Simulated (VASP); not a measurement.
CsIr2: relaxation of cell and atoms with PBE

The system is CsIr2.

```
Cs Ir
1.0
     0.00000    4.17776    4.17776
     4.17776    0.00000    4.17776
     4.17776    4.17776    0.00000
Cs Ir
2 4
Cartesian
  0.0000 0.0000 0.0000
  2.0889 2.0889 2.0889
  5.2222 5.2222 5.2222
  5.2222 3.1333 3.1333
  3.1333 3.1333 5.2222
  3.1333 5.2222 3.1333
```

* Program: VASP 6.6.1
* Task: relaxation of cell and atoms
* Functional: PBE
* Potentials or basis: VASP PAW PBE potentials, release 64 (Cs_sv, Ir)
* Cutoff: 600 eV
* k mesh: 4 × 4 × 4
* Occupations: gaussian, width 0.1 eV
* Spin: no spin polarisation
* Dipole correction: no
* Further INCAR settings: ALGO = Normal; EDIFF = 1e-06; IBRION = 2; EDIFFG = -0.04; NSW = 90; ISIF = 3

The relaxed volume is 21.62 Å³/atom. The relaxed cell is a = 5.682 Å, b = 5.682 Å, c = 5.682 Å, α = 60.00°, β = 60.00°, γ = 60.00°. The space group after relaxing (to 0.1 Å) is Fd-3m (No. 227), the energy gained by relaxing is 84.5 meV/atom and the ionic steps are 3. The pressure after relaxing is -0.1 GPa. The band gap on the k mesh is zero (bands 27 and 28 overlap by 1.46 eV).

Step by step:
```csv
step,energy change (eV),largest force (eV/Å),pressure (GPa),volume (Å³)
1,0.0000,0.0000,-8.83,145.83
2,-0.2019,0.0000,10.39,119.34
3,-0.5070,0.0000,-0.14,129.74
```

Final structure:
```
Cs Ir
1.0
     0.00000    4.01805    4.01805
     4.01805    0.00000    4.01805
     4.01805    4.01805    0.00000
Cs Ir
2 4
Cartesian
  0.0000 0.0000 0.0000
  2.0090 2.0090 2.0090
  5.0226 5.0226 5.0226
  5.0226 3.0135 3.0135
  3.0135 3.0135 5.0226
  3.0135 5.0226 3.0135
```

Levels at points of the mesh, in eV from the Fermi level:
| k point | band 25 | band 26 | band 27 | band 28 | band 29 | band 30 |
| --- | --- | --- | --- | --- | --- | --- |
| (0.00, 0.00, 0.00) | 0.01 | 0.01 | 1.38 | 1.82 | 1.82 | 1.92 |
| (0.50, 0.00, 0.00) | -0.17 | -0.17 | -0.17 | 0.24 | 0.24 | 1.92 |
| (0.50, 0.50, 0.00) | -0.48 | -0.48 | -0.03 | -0.03 | 0.00 | 0.00 |

It took 3.8 min on 1 thread of Oxide Virtual Turin-like Processor, with other jobs on the host, peak memory 0.32 GiB.

Caveat: spin-orbit coupling is left out, which moves the levels of the heavy elements.
